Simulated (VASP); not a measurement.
AlInAsP3: single point with PBE

The system is AlInAsP3.

```xyz
6
Lattice="4.5506 0.0000 0.0000 0.0000 4.5506 0.0000 0.0000 0.0000 7.1625" Properties=species:S:1:pos:R:3 pbc="T T T"
Al    2.2753    2.2753    0.0000
In    0.0000    0.0000    0.0000
P     0.0000    0.0000    5.2343
P     0.0000    0.0000    1.9281
P     0.0000    0.0000    3.5812
As    2.2753    2.2753    3.5812
```

The cell was built from a structure type or drawn by symmetry, and may not be a known phase.

- Program: VASP 6.6.1
- Task: single point
- Functional: PBE
- Potentials or basis: VASP PAW PBE potentials, release 64 (Al, In_d, P, As)
- Cutoff: 500 eV
- k mesh: 4 × 4 × 4
- Occupations: gaussian, width 0.1 eV
- Spin: no spin polarisation

The pressure is 34.3 GPa. The largest force is 5.019 eV/Å and the band gap on the k mesh is zero (bands 18 and 19 overlap by 1.23 eV).

Forces in eV/Å, atoms in the order of the input:
```
Al   0.000  0.000  0.000
In   0.000  0.000  0.000
P    0.000  0.000  5.019
P    0.000  0.000 -5.019
P    0.000  0.000  0.000
As   0.000  0.000  0.000
```

Stress tensor (GPa, compression positive):
```
 -2.07   0.00   0.00
  0.00  -2.07   0.00
  0.00   0.00 107.08
```

Levels at points of the mesh, in eV from the Fermi level:
```csv
k point,band 15,band 16,band 17,band 18,band 19,band 20,band 21,band 22
"(0.00, 0.00, 0.00)",-2.08,-1.49,-1.42,-1.42,0.48,0.92,0.92,2.42
"(0.50, 0.00, 0.00)",-1.96,-1.50,-0.69,-0.54,-0.18,0.22,0.73,2.06
"(0.50, 0.50, 0.00)",-2.93,-2.74,-2.74,-1.37,0.47,0.99,0.99,3.54
"(0.00, 0.00, 0.50)",-3.37,-0.41,0.79,0.79,1.07,1.07,1.30,2.29
"(0.50, 0.00, 0.50)",-2.04,-1.33,-0.49,-0.23,0.14,0.71,1.79,2.28
"(0.50, 0.50, 0.50)",-3.97,-0.18,-0.18,0.09,0.56,0.56,1.55,1.83
```

Wall time 2 min on 1 thread of Intel Xeon 8259CL, on a shared host, peak memory 0.29 GiB.

Caveat: the cell stands under pressure; spin-orbit coupling is left out, which moves the levels of the heavy elements; forces of over 1 eV/Å act on the atoms, so gaps and moduli don't describe the material at rest.
